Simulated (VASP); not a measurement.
Sc:

```
Sc
1.0
     0.00000    3.23174    3.23174
     3.23174    0.00000    3.23174
     3.23174    3.23174    0.00000
Sc
2
Cartesian
  0.8079 0.8079 0.8079
  5.6556 5.6556 5.6556
```

```yaml
Program: VASP 6.6.1
Task: relaxation of cell and atoms
Functional: PBEsol
Potentials_or_basis: VASP PAW PBE potentials, release 64 (Sc_sv)
Cutoff: 600 eV
k_mesh: 9 × 9 × 9
Occupations: fermi-dirac, width 0.1 eV
Spin: no spin polarisation
```

At the start: pressure -0.7 GPa; volume 33.75 Å³/atom.

How do energy, volume and symmetry change on relaxing?

Over 5 steps the energy falls by 5.9 meV/atom and the volume is 31.36 Å³/atom (-7.1 %); space group Fd-3m (No. 227, to 0.05 Å).

The path:
| step | energy change (eV) | largest force (eV/Å) | pressure (GPa) | volume (Å³) |
| --- | --- | --- | --- | --- |
| 1 | 0.0000 | 0.0000 | -0.73 | 67.51 |
| 2 | -0.0059 | 0.0000 | -0.52 | 66.02 |
| 3 | -0.0106 | 0.0000 | -0.29 | 64.20 |
| 4 | -0.0092 | 0.0000 | 0.43 | 60.67 |
| 5 | -0.0119 | 0.0000 | 0.00 | 62.72 |

Final structure:
```
Sc
1.0
     0.00000    3.15341    3.15341
     3.15341    0.00000    3.15341
     3.15341    3.15341    0.00000
Sc
2
Direct
  0.12500 0.12500 0.12500
  0.87500 0.87500 0.87500
```

Caveat: the PAW data sets were made with another functional, which shifts forces and pressure a little.
